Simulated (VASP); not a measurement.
# Ta (Im-3m) in VASP: notebook

The runs below take Ta through single point, relaxation of cell and atoms, with r2SCAN, PBE.

Everything below comes from runs of VASP 6.6.1. Logs are shortened: lines on timing, memory, paths and dates and some standing lists are left out, and cuts for length are marked.

## (1) The cell of the first run

It takes space group Im-3m (No. 229, cubic). Conventional cell: a = 3.311 Å, b = 3.311 Å, c = 3.311 Å, α = 90.00°, β = 90.00°, γ = 90.00°. Ta (site symmetry m-3m) has 14 Ta at 2.87 to 3.31 Å within 3.8 Å.

## (2) Single point, r2SCAN

POSCAR

```
Ta
1.0
   -1.6555579557      1.6555579557      1.6555579557
    1.6555579557     -1.6555579557      1.6555579557
    1.6555579557      1.6555579557     -1.6555579557
Ta
1
Direct
    0.0000000000      0.0000000000      0.0000000000
```

INCAR.step1

```
PREC     = Accurate       # precision mode
ENCUT    = 520            # plane-wave cutoff, eV
ISMEAR   = -1             # smearing method
SIGMA    = 0.02           # smearing width, eV
LREAL    = F              # projectors in reciprocal space
LASPH    = T              # aspherical terms in the spheres
NELM     = 100            # most SCF steps
NBANDS   = 12             # bands
GGA      = PE             # functional
ALGO     = Normal         # electronic algorithm
EDIFF    = 1E-4           # SCF threshold, eV
LWAVE    = T              # write WAVECAR
LCHARG   = F              # write CHGCAR
```

INCAR.step2

```
PREC     = Accurate       # precision mode
ENCUT    = 520            # plane-wave cutoff, eV
EDIFF    = 1E-6           # SCF threshold, eV
ISMEAR   = -1             # smearing method
SIGMA    = 0.02           # smearing width, eV
LREAL    = F              # projectors in reciprocal space
LASPH    = T              # aspherical terms in the spheres
NELM     = 100            # most SCF steps
ALGO     = Normal         # electronic algorithm
ISIF     = 2              # what is computed and relaxed
LWAVE    = F              # write WAVECAR
LCHARG   = F              # write CHGCAR
METAGGA  = R2SCAN         # meta-GGA
LMIXTAU  = T            
NBANDS   = 12             # bands
ISTART   = 1
```

KPOINTS

```
Automatic mesh
0
Gamma
  10 10 10
```

Potentials or basis: VASP PAW PBE potentials, release 64 (Ta_pv).

On the command line:

```console
$ cat potpaw_PBE.64/Ta_pv/POTCAR > POTCAR
$ cp INCAR.step1 INCAR
$ mpirun -np 1 vasp_std > vasp.out
$ cp INCAR.step2 INCAR
$ mpirun -np 1 vasp_std > vasp.out
```

OUTCAR:

```text
PREC = Accurate
   ENCUT = 520
   EDIFF = 1E-6
   ISMEAR = -1
   LREAL = F
   LASPH = T
   NELM = 100
   ISIF = 2
   METAGGA = R2SCAN
   ISTART = 1

 ion  position               nearest neighbor table
   1  0.000  0.000  0.000-

  LATTYP: Found a body centered cubic cell.
 ALAT       =     3.3111159114

  Lattice vectors:

 A1 = (  -1.6555579557,   1.6555579557,   1.6555579557)
 A2 = (   1.6555579557,  -1.6555579557,   1.6555579557)
 A3 = (   1.6555579557,   1.6555579557,  -1.6555579557)

Analysis of symmetry for initial positions (statically):
=====================================================================
 Subroutine PRICEL returns:
 Original cell was already a primitive cell.

 Routine SETGRP: Setting up the symmetry group for a
 body centered cubic supercell.

 Subroutine GETGRP returns: Found 48 space group operations
 (whereof 48 operations were pure point group operations)
 out of a pool of 48 trial point group operations.

The static configuration has the point symmetry O_h .

Analysis of symmetry for dynamics (positions and initial velocities):
=====================================================================
 Subroutine PRICEL returns:
 Original cell was already a primitive cell.

 Routine SETGRP: Setting up the symmetry group for a
 body centered cubic supercell.

 Subroutine GETGRP returns: Found 48 space group operations
 (whereof 48 operations were pure point group operations)
 out of a pool of 48 trial point group operations.

The dynamic configuration has the point symmetry O_h .

 Subroutine INISYM returns: Found 48 space group operations
 (whereof 48 operations are pure point group operations),
 and found     1 'primitive' translations

----------------------------------------------------------------------------------------

                                     Primitive cell

  volume of cell :      18.1507

  direct lattice vectors                    reciprocal lattice vectors
    -1.655557956  1.655557956  1.655557956     0.000000000  0.302012985  0.302012985
     1.655557956 -1.655557956  1.655557956     0.302012985  0.000000000  0.302012985
     1.655557956  1.655557956 -1.655557956     0.302012985  0.302012985  0.000000000

  length of vectors
     2.867510494  2.867510494  2.867510494     0.427110859  0.427110859  0.427110859

  position of ions in fractional coordinates (direct lattice)
     0.000000000  0.000000000  0.000000000

  ion indices of the primitive-cell ions
   primitive index   ion index
                 1           1

----------------------------------------------------------------------------------------

 KPOINTS: Automatic mesh

Automatic generation of k-mesh.
 Grid dimensions read from file:
 generate k-points for:   10   10   10

 Generating k-lattice:

  Cartesian coordinates                     Fractional coordinates (reciprocal lattice)
     0.000000000  0.030201298  0.030201298     0.100000000  0.000000000  0.000000000
     0.030201298  0.000000000  0.030201298     0.000000000  0.100000000  0.000000000
     0.030201298  0.030201298  0.000000000     0.000000000  0.000000000  0.100000000

  Length of vectors
     0.042711086  0.042711086  0.042711086

  Shift w.r.t. Gamma in fractional coordinates (k-lattice)
     0.000000000  0.000000000  0.000000000

 Subroutine IBZKPT returns following result:
 ===========================================

 Found     47 irreducible k-points:

 Following reciprocal coordinates:
            Coordinates               Weight
  0.000000  0.000000  0.000000      1.000000
  0.100000  0.000000  0.000000     12.000000
  0.200000  0.000000  0.000000     12.000000
  0.300000  0.000000  0.000000     12.000000
  0.400000  0.000000  0.000000     12.000000
  0.500000  0.000000  0.000000      6.000000
[... 16 lines left out ...]
  0.300000  0.300000  0.100000      8.000000
 -0.300000  0.300000  0.100000     24.000000
 [... further k-points ...]
   k-points           NKPTS =     47   k-points in BZ     NKDIM =     47   number of bands    NBANDS=     12
   number of dos      NEDOS =    301   number of ions     NIONS =      1
   total plane-waves  NPLWV =  13824
   dimension x,y,z NGX =    24 NGY =   24 NGZ =   24
   dimension x,y,z NGXF=    48 NGYF=   48 NGZF=   48
   ions per type =               1
   NGX,Y,Z   is equivalent  to a cutoff of  13.91, 13.91, 13.91 a.u.
   NGXF,Y,Z  is equivalent  to a cutoff of  27.83, 27.83, 27.83 a.u.
 SYSTEM =  unknown system
   PREC   = accura    normal or accurate (medium, high low for compatibility)
   ISTART =      1    job   : 0-new  1-cont  2-samecut
   ICHARG =      0    charge: 1-file 2-atom 10-const
   ISPIN  =      1    spin polarized calculation?
   LNONCOLLINEAR =      F non collinear calculations
   LSORBIT =      F    spin-orbit coupling
   LASPH  =      T    aspherical Exc in radial PAW
   ENCUT  =  520.0 eV  38.22 Ry    6.18 a.u.   5.33  5.33  5.33*2*pi/ulx,y,z
   NELM   =    100;   NELMIN=  2; NELMDL=  0     # of ELM steps
   EDIFF  = 0.1E-05   stopping-criterion for ELM
   LREAL  =      F    real-space projection
   EDIFFG = 0.1E-04   stopping-criterion for IOM
   NSW    =      0    number of steps for IOM
   IBRION =     -1    ionic relax: 0-MD 1-quasi-New 2-CG
   NFREE  =      0    steps in history (QN), initial steepest desc. (CG)
   ISIF   =      2    stress and relaxation
   ISYM   =      2    0-nonsym 1-usesym 2-fastsym
   POTIM  = 0.5000    time-step for ionic-motion
   TEBEG  =    0.0;   TEEND  =   0.0 temperature during run
   PSTRESS=    0.0 pullay stress
   NELECT =      11.0000    total number of electrons
   NUPDOWN=      -1.0000    fix difference up-down
   EMIN   =  10.00;   EMAX   =-10.00  energy-range for DOS
   EFERMI =   0.00;   METHOD = LEGACY
   ISMEAR =    -1;   SIGMA  =   0.02  broadening in eV -4-tet -1-fermi 0-gaus
   EFERMI_NEDOS =   21; number of points for ismear=-14 and -15
   IALGO  =     38    algorithm
   IMIX   =      4    mixing-type and parameters
     AMIX     =   0.40;   BMIX     =  1.00
     AMIX_MAG =   1.60;   BMIX_MAG =  1.00
  volume/ion in A,a.u.               =      18.15       122.49
  Fermi-wavevector in a.u.,A,eV,Ry     =   1.385398  2.618023 26.114052  1.919329
  Thomas-Fermi vector in A             =   2.509812
   LORBIT       =      0    0 simple, 1 ext, 2 COOP (PROOUT), +10 PAW based schemes
   METAGGA = R2SCAN    functional components
   LHFCALC =     F    Hartree Fock is set to
   AEXX    =    0.0000 exact exchange contribution
   IVDW    =     0    specifies the selected vdW correction
   LEPSILON=     F    determine dielectric tensor
   LRPA    =     F    only Hartree local field effects (RPA)
 non-spin polarized calculation
  energy-cutoff  :      520.00
  volume of cell :       18.15
 maximum number of plane-waves:       498
 NGX is ok and might be reduce to    24
   NGX = 11   NGY = 11   NGZ = 11

 number of electron      11.0000001 magnetization

 Free energy of the ion-electron system (eV)
  ---------------------------------------------------
  ext. energy  EPLUGINS =         0.00000000
  ---------------------------------------------------
  free energy    TOTEN  =       -48.58914797 eV

  energy without entropy =      -48.58812038  energy(sigma->0) =      -48.58863417

 E-fermi :   5.2054     XC(G=0): -13.7305

 val. band max:        5.1938427356   @ k =   0.4000   0.2000   0.0000
 cond. band min:       5.4203487227   @ k =   0.1000   0.1000   0.0000
 fundamental gap:      0.2265059871
 Fermi energy:         5.2054222179

 k-point     1 :       0.0000    0.0000    0.0000
  band No.  band energies     occupation
      1     -29.0207      2.00000
      2     -29.0207      2.00000
      3     -29.0207      2.00000
      4      -3.0361      2.00000
      5       6.0961      0.00000
      6       6.0961      0.00000
      7       6.0961      0.00000
      8       9.5480      0.00000
      9       9.5480      0.00000
     10      17.2722      0.00000
     11      21.0046      0.00000
     12      21.0046      0.00000

 k-point     2 :       0.1000    0.0000    0.0000
  band No.  band energies     occupation
      1     -29.1450      2.00000
      2     -29.0587      2.00000
      3     -29.0214      2.00000
      4      -2.5811      2.00000
      5       5.8032      0.00000
      6       5.9835      0.00000
      7       6.5423      0.00000
      8       9.1299      0.00000
      9       9.5500      0.00000
     10      17.2720      0.00000
     11      21.3815      0.00000
     12      21.8050      0.00000

 k-point     3 :       0.2000    0.0000    0.0000
  band No.  band energies     occupation
      1     -29.4599      2.00000
      2     -29.1568      2.00000
      3     -29.0233      2.00000
      4      -1.3759      2.00000
      5       5.1222      1.96931
      6       5.4774      0.00000
      7       7.8343      0.00000
      8       8.8089      0.00000
      9       9.6263      0.00000
     10      17.2717      0.00000
     11      21.6578      0.00000
     12      23.3772      0.00000
[... 286 lines left out ...]
 k-point    23 :       0.3000    0.3000    0.1000
  band No.  band energies     occupation
      1     -29.7875      2.00000
      2     -29.7874      2.00000
      3     -29.2803      2.00000
      4       2.9185      2.00000
      5       4.2235      2.00000
      6       4.2235      2.00000
      7      10.3961      0.00000
      8      10.3961      0.00000
      9      13.8099      0.00000
     10      17.2763      0.00000
     11      17.6813      0.00000
     12      17.6813      0.00000

 k-point    24 :      -0.3000    0.3000    0.1000
  band No.  band energies     occupation
      1     -29.8132      2.00000
      2     -29.3180      2.00000
      3     -29.1162      2.00000
      4       0.4021      2.00000
      5       4.8271      2.00000
      6       4.8767      2.00000
      7       7.9962      0.00000
      8       9.6552      0.00000
      9      10.5340      0.00000
     10      17.2704      0.00000
     11      19.9439      0.00000
     12      22.5591      0.00000

 [... further k-points ...]

------------------------ aborting loop because EDIFF is reached ----------------------------------------

  FORCE on cell =-STRESS in cart. coord.  units (eV):
  Direction    XX          YY          ZZ          XY          YZ          ZX
  --------------------------------------------------------------------------------------
  -------------------------------------------------------------------------------------
  Total        0.0712362      0.0712362      0.0712362     -0.0000000      0.0000000     -0.0000000
  in kB        6.2880848      6.2880848      6.2880848     -0.0000000      0.0000000     -0.0000000
  external PRESSURE =       6.2880848 kB  Pullay stress =       0.0000000 kB

 VOLUME and BASIS-vectors are now :
 -----------------------------------------------------------------------------
  energy-cutoff  :      520.00
  volume of cell :       18.15
      direct lattice vectors                 reciprocal lattice vectors
    -1.655557956  1.655557956  1.655557956     0.000000000  0.302012985  0.302012985
     1.655557956 -1.655557956  1.655557956     0.302012985  0.000000000  0.302012985
     1.655557956  1.655557956 -1.655557956     0.302012985  0.302012985  0.000000000

 POSITION                                       TOTAL-FORCE (eV/Angst)
 -----------------------------------------------------------------------------------
      0.00000      0.00000      0.00000        -0.000000     -0.000000      0.000000
 -----------------------------------------------------------------------------------
    total drift:                                0.000000      0.000000      0.000000

  FREE ENERGIE OF THE ION-ELECTRON SYSTEM (eV)
  ---------------------------------------------------
  free  energy   TOTEN  =       -48.5891479694 eV

  energy  without entropy=      -48.5881203785  energy(sigma->0) =      -48.58863417
```

Run time: 48 s. Hardware: 1 thread of Intel Xeon 8259CL, shared host; peak memory 0.15 GiB.

Results:

- Free energy: -48.5891 eV
- Pressure: 0.6 GPa

Caveat: the PAW data sets were made with another functional, which shifts forces and pressure a little; spin-orbit coupling is left out, which moves the levels of the heavy elements.

## (3) Relaxation of cell and atoms, PBE

This run uses another cell than the first one, of 18.01 Å³/atom, 0.992 times its volume.

INCAR

```
PREC = Accurate ; ENCUT = 600
EDIFF = 1E-7 ; ISMEAR = -1
SIGMA = 0.02 ; LREAL = F
LASPH = T ; NELM = 60
ALGO = Normal ; ISIF = 3
LWAVE = F ; LCHARG = F
GGA = PE ; IBRION = 2
NSW = 80 ; EDIFFG = -0.005
```

KPOINTS is that of step 2.

POSCAR

```
Ta
1.0
   -1.6512800000      1.6512800000      1.6512800000
    1.6512800000     -1.6512800000      1.6512800000
    1.6512800000      1.6512800000     -1.6512800000
Ta
1
Direct
    0.0000000000      0.0000000000      0.0000000000
```

Potentials or basis: VASP PAW PBE potentials, release 64 (Ta_pv).

On the command line:

```console
$ cat potpaw_PBE.64/Ta_pv/POTCAR > POTCAR
$ mpirun -np 1 vasp_std > vasp.out
```

It took 37 s on 1 thread of Intel Xeon 8259CL, shared host; peak memory 0.16 GiB.

Results (log left out):

```
Free energy                            : -11.8154 eV
Relaxed volume                         : 18.43 Å³/atom
Relaxed cell                           : a = 2.882 Å, b = 2.882 Å, c = 2.882 Å, α = 109.47°, β = 109.47°, γ = 109.47°
Space group after relaxing (to 0.05 Å) : Im-3m (No. 229)
Energy gained by relaxing              : 6.4 meV/atom
Ionic steps                            : 4
Pressure after relaxing                : 0.0 GPa
```

Step by step:
| step | energy change (eV) | largest force (eV/Å) | pressure (GPa) | volume (Å³) |
| --- | --- | --- | --- | --- |
| 1 | 0.0000 | 0.0000 | 4.97 | 18.01 |
| 2 | 0.0307 | 0.0000 | -10.53 | 19.51 |
| 3 | -0.0064 | 0.0000 | -0.06 | 18.44 |
| 4 | -0.0064 | 0.0000 | 0.03 | 18.43 |

Final structure:
```xyz
1
Lattice="-1.6640 1.6640 1.6640 1.6640 -1.6640 1.6640 1.6640 1.6640 -1.6640" Properties=species:S:1:pos:R:3 pbc="T T T"
Ta    0.0000    0.0000    0.0000
```

Levels at points of the mesh, in eV from the Fermi level:
| k point | band 2 | band 3 | band 4 | band 5 | band 6 | band 7 | band 8 | band 9 |
| --- | --- | --- | --- | --- | --- | --- | --- | --- |
| (0.00, 0.00, 0.00) | -33.21 | -33.21 | -7.84 | 0.70 | 0.70 | 0.70 | 3.90 | 3.90 |
| (0.50, 0.00, 0.00) | -33.57 | -33.22 | -4.29 | -1.50 | 1.47 | 3.76 | 4.76 | 7.53 |
| (0.50, 0.50, 0.50) | -33.97 | -33.97 | -3.68 | -3.68 | 6.61 | 6.61 | 6.61 | 8.43 |

Caveat: spin-orbit coupling is left out, which moves the levels of the heavy elements. Zero-point motion and thermal expansion aren't in these numbers.

## (4) Relaxation of cell and atoms, r2SCAN

This run uses another cell than the first one, of 18.42 Å³/atom, 1.015 times its volume.

POSCAR

```
Ta
1.0
   -1.6637198645      1.6637198645      1.6637198645
    1.6637198645     -1.6637198645      1.6637198645
    1.6637198645      1.6637198645     -1.6637198645
Ta
1
Direct
    0.0000000000      0.0000000000      0.0000000000
```

INCAR.step1

```
PREC = Accurate
ENCUT = 600
ISMEAR = -1
SIGMA = 0.02
LREAL = F
LASPH = T
NELM = 60
GGA = PE
ALGO = Normal
EDIFF = 1E-4
LWAVE = T
LCHARG = F
```

INCAR.step2

```
PREC = Accurate
ENCUT = 600
EDIFF = 1E-7
ISMEAR = -1
SIGMA = 0.02
LREAL = F
LASPH = T
NELM = 60
ALGO = Normal
ISIF = 3
LWAVE = F
LCHARG = F
METAGGA = R2SCAN
LMIXTAU = T
IBRION = 2
NSW = 80
EDIFFG = -0.005
ISTART = 1
```

KPOINTS

```
regular mesh
0
Gamma
  10 10 10
```

On the command line:

```console
$ cat potpaw_PBE.64/Ta_pv/POTCAR > POTCAR
$ cp INCAR.step1 INCAR
$ mpirun -np 1 vasp_std > vasp.out
$ cp INCAR.step2 INCAR
$ mpirun -np 1 vasp_std > vasp.out
```

It took 2.9 min on 1 thread of Intel Xeon 8259CL, shared host; peak memory 0.15 GiB.

The run converged. Its results:

```
Free energy                            : -48.5897 eV
Relaxed volume                         : 18.20 Å³/atom
Relaxed cell                           : a = 2.870 Å, b = 2.870 Å, c = 2.870 Å, α = 109.47°, β = 109.47°, γ = 109.47°
Space group after relaxing (to 0.05 Å) : Im-3m (No. 229)
Energy gained by relaxing              : 1.8 meV/atom
Ionic steps                            : 3
Pressure after relaxing                : 0.0 GPa
```

Step by step:
| step | energy change (eV) | largest force (eV/Å) | pressure (GPa) | volume (Å³) |
| --- | --- | --- | --- | --- |
| 1 | 0.0000 | 0.0000 | -2.53 | 18.42 |
| 2 | 0.0099 | 0.0000 | 7.10 | 17.66 |
| 3 | -0.0018 | 0.0000 | -0.02 | 18.20 |

Final structure:
```
CELL_PARAMETERS angstrom
-1.65711 1.65711 1.65711
1.65711 -1.65711 1.65711
1.65711 1.65711 -1.65711
ATOMIC_POSITIONS crystal
Ta 0.00000 0.00000 0.00000
```

Levels at points of the mesh, in eV from the Fermi level:
```csv
k point,band 3,band 4,band 5,band 6,band 7,band 8
"(0.00, 0.00, 0.00)",-34.23,-8.23,0.89,0.89,0.89,4.34
"(0.50, 0.00, 0.00)",-34.24,-4.45,-1.48,1.48,4.20,5.25
"(0.50, 0.50, 0.50)",-35.06,-3.83,-3.83,7.07,7.07,7.07
```

Caveat: the PAW data sets were made with another functional, which shifts forces and pressure a little; spin-orbit coupling is left out, which moves the levels of the heavy elements.

## (5) Summary

| task | level | cell | cutoff (eV) | gap on the mesh (eV) | pressure (GPa) | relaxed volume (Å³/atom) |
| --- | --- | --- | --- | --- | --- | --- |
| single point | r2SCAN | a = 2.868 Å, angles 109.5°, 1 atom | 520 | none | 0.6 | - |
| relaxation of cell and atoms | PBE | relaxed from a = 2.860 Å, angles 109.5°, 1 atom | 600 | none | 0.0 | 18.43 |
| relaxation of cell and atoms | r2SCAN | relaxed from a = 2.882 Å, angles 109.5°, 1 atom | 600 | none | 0.0 | 18.20 |

Alike in all rows: potentials or basis VASP PAW PBE potentials, release 64 (Ta_pv); no spin polarisation; k mesh 10 × 10 × 10; smearing fermi-dirac 0.02 eV.

Caveats: spin-orbit coupling is left out, which moves the levels of the heavy elements; the PAW data sets were made with another functional, which shifts forces and pressure a little (some runs).

Absolute energies hang on the potentials; compare differences alone.
